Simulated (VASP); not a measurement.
Set up this calculation in VASP 6.6.1, as the native input.

- Task: single point
- Functional: PBE
- Potentials or basis: VASP PAW PBE potentials, release 64 (Ga_d, P, As)
- Cutoff: 520 eV
- k mesh: 10 × 10 × 1
- Occupations: gaussian, width 0.01 eV
- Spin: no spin polarisation
- Dipole correction: yes
- Further INCAR settings: ALGO = Normal; EDIFF = 1e-06; NBANDS = 26

The structure of Ga2AsP lies in POSCAR:

```
Ga2AsP
1.0
    3.9653320000      0.0000000000      0.0000000000
    0.0000000000      4.1300342148      0.0000000000
    0.0000000000      0.0000000000     28.6144836400
Ga P As
2 1 1
Direct
    0.0000000000      0.5000000000      0.3016797043
    0.5000000000      0.0000000000      0.2975399031
    0.0000000000      0.0000000000      0.3500688916
    0.5000000000      0.5000000000      0.2439533673
```

The input as run:

INCAR

```
  ALGO = Normal
  DIPOL = 0.5 0.5 0.298
  EDIFF = 1E-6
  ENCUT = 520
  GGA = PE
  IDIPOL = 3
  ISIF = 2
  ISMEAR = 0
  LASPH = True
  LCHARG = False
  LDIPOL = True
  LREAL = False
  LWAVE = False
  NBANDS = 26
  NELM = 80
  PREC = Accurate
  SIGMA = 0.01
```

KPOINTS

```
k-points
0
Gamma
  10 10 1
```

Potentials or basis: VASP PAW PBE potentials, release 64 (Ga_d, P, As).

The run is started by

```bash
$ cat potpaw_PBE.64/Ga_d/POTCAR potpaw_PBE.64/P/POTCAR potpaw_PBE.64/As/POTCAR > POTCAR
$ mpirun -np 1 vasp_std > vasp.out
```

Results of the run:

| Property | Result |
| --- | --- |
| Largest force | 0.156 eV/Å |
| Band gap on the k mesh | zero (bands 18 and 19 overlap by 0.31 eV) |

Wall time 8.6 min on 1 thread of AMD EPYC 7R13, with other jobs on the host, peak memory 0.73 GiB.
